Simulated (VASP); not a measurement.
Here is a VASP 6.6.1 calculation.

INCAR

```
SYSTEM = AlCo
PREC     = Accurate       ! precision mode
ENCUT    = 520            ! plane-wave cutoff, eV
EDIFF    = 1E-6           ! SCF threshold, eV
ISMEAR   = -1             ! smearing method
SIGMA    = 0.05           ! smearing width, eV
LREAL    = .False.        ! projectors in reciprocal space
LASPH    = .True.         ! aspherical terms in the spheres
NELM     = 80             ! most SCF steps
ALGO     = Normal         ! electronic algorithm
ISIF     = 2              ! what is computed and relaxed
LWAVE    = .False.        ! write WAVECAR
LCHARG   = .True.         ! write CHGCAR
GGA      = PE             ! functional
LELF     = .True.         ! ELF
LVHAR    = .True.       
NBANDS   = 20             ! bands
```

Contents of KPOINTS:

```
Automatic mesh
0
Gamma
  10 10 6
  0 0 0
```

File POSCAR:

```
AlCo
1.0
    2.6640195362      0.0000000000      0.0000000000
   -1.3320097681      2.3071085945      0.0000000000
    0.0000000000      0.0000000000      7.4725930008
Co Al
2 2
Direct
    0.0000000000      0.0000000000      0.0000000000
    0.0000000000      0.0000000000      0.5000000000
    0.3333333333      0.6666666667      0.2500000000
    0.6666666667      0.3333333333      0.7500000000
```

Potentials or basis: VASP PAW PBE potentials, release 64 (Co, Al).

Command:

```bash
$ cat potpaw_PBE.64/Co/POTCAR potpaw_PBE.64/Al/POTCAR > POTCAR
$ mpirun -np 1 vasp_std > vasp.out
```

**Question.** Predict the band gap on the k mesh.

**Answer.** Zero (band 12 reaches 11.18 eV, above the bottom of band 13 at 9.81 eV).

**Question.** Predict the pressure.

**Answer.** 11.1 GPa.

Stress tensor (GPa, compression positive):
```
11.28  0.00  0.00
 0.00 11.28  0.00
 0.00  0.00 10.80
```

 Spin polarisation is off, so any magnetic state and its effect on volume and gap are missing.
